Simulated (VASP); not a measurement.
Runs of VASP 6.6.1 on RbAsO3. The structure is that of space group Pm-3m (No. 221), or close to it. The cells are those of the table. 

```csv
potentials or basis,cell,cutoff (eV),second run,gap on the mesh (eV),pressure (GPa)
"VASP PAW LDA potentials, release 64 (Rb_sv, As, O)","a = 3.786 Å, 5 atoms",520,-,none,4.8
"VASP PAW LDA potentials, release 64 (Rb_sv, As, O)","a = 3.930 Å, 5 atoms",520,-,none,-9.3
"VASP PAW LDA potentials, release 64 (Rb_sv, As_d, O)","a = 3.817 Å, 5 atoms",600,valence_matched,none,1.0
"VASP PAW LDA potentials, release 64 (Rb_sv, As, O)","a = 3.822 Å, 5 atoms",520,-,none,0.5
"VASP PAW LDA potentials, release 64 (Rb_sv, As, O)","a = 3.939 Å, 5 atoms",520,-,none,(a)
"VASP PAW LDA potentials, release 64 (Rb_sv, As, O)","a = 3.817 Å, 5 atoms",520,-,none,1.0
```

Alike in all rows: task single point; level LDA; no spin polarisation; k mesh 4 × 4 × 4; smearing fermi-dirac 0.1 eV.

Task: Fill in the values left out.

Result: (a) -9.8.

Caveats: all runs use coarse meshes.

A k mesh can miss the band edges, and the runs leave out spin-orbit coupling on As, Rb.

A gap of «none» marks levels without a gap at the run's occupations.

The runs don't all hold the same shells in valence.
